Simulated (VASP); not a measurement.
# Sn2H: single point with PBE

The system is Sn2H.

```
Sn H
1.0
     3.47867    0.00000    0.00000
    -1.73934    3.01262    0.00000
     0.00000    0.00000   12.55216
Sn H
4 2
Direct
  0.00000 0.00000 0.74206
  0.00000 0.00000 0.25794
  0.00000 0.00000 0.50000
  0.00000 0.00000 0.00000
  0.33333 0.66667 0.50000
  0.66667 0.33333 0.50000
```

The cell was generated, and may not be a known phase.

```yaml
Program: VASP 6.6.1
Task: single point
Functional: PBE
Potentials_or_basis: VASP PAW PBE potentials, release 64 (Sn_d, H)
Cutoff: 520 eV
k_mesh: 6 × 6 × 2
Occupations: gaussian, width 0.1 eV
Spin: no spin polarisation
Dipole_correction: no
Further_INCAR_settings: ALGO = Normal; EDIFF = 1e-07; NBANDS = 38
```

The pressure is -0.2 GPa. The largest force is 0.009 eV/Å. The band gap on the k mesh is zero (bands 29 and 30 overlap by 6.29 eV).

Forces in eV/Å, atoms in the order of the input:
```
Sn   0.000  0.000  0.009
Sn   0.000  0.000 -0.009
Sn   0.000  0.000  0.000
Sn   0.000  0.000  0.000
H    0.000  0.000  0.000
H    0.000  0.000  0.000
```

Stress tensor (GPa, compression positive):
```
-0.10  0.00  0.00
 0.00 -0.10  0.00
 0.00  0.00 -0.34
```

Levels at points of the mesh, in eV from the Fermi level:
```
           k point  band 26  band 27  band 28  band 29  band 30  band 31  band 32  band 33
(0.00, 0.00, 0.00)    -0.62    -0.30     0.52     4.95     4.95     5.19     5.37     5.93
(0.50, 0.00, 0.00)    -3.43    -2.83    -1.97    -1.55     0.11     1.91     2.53     2.91
(0.00, 0.00, 0.50)    -2.88     0.52     2.08     3.01     5.01     5.01     5.63     5.63
(0.50, 0.00, 0.50)    -3.49    -2.63    -2.14    -0.59    -0.23     0.87     1.93     2.88
```

Wall time 75 s on 1 thread of Intel(R) Xeon(R) Platinum 8559C (Emerald Rapids), with other jobs on the host, peak memory 0.27 GiB.

Caveat: spin-orbit coupling is left out, which moves the levels of the heavy elements.
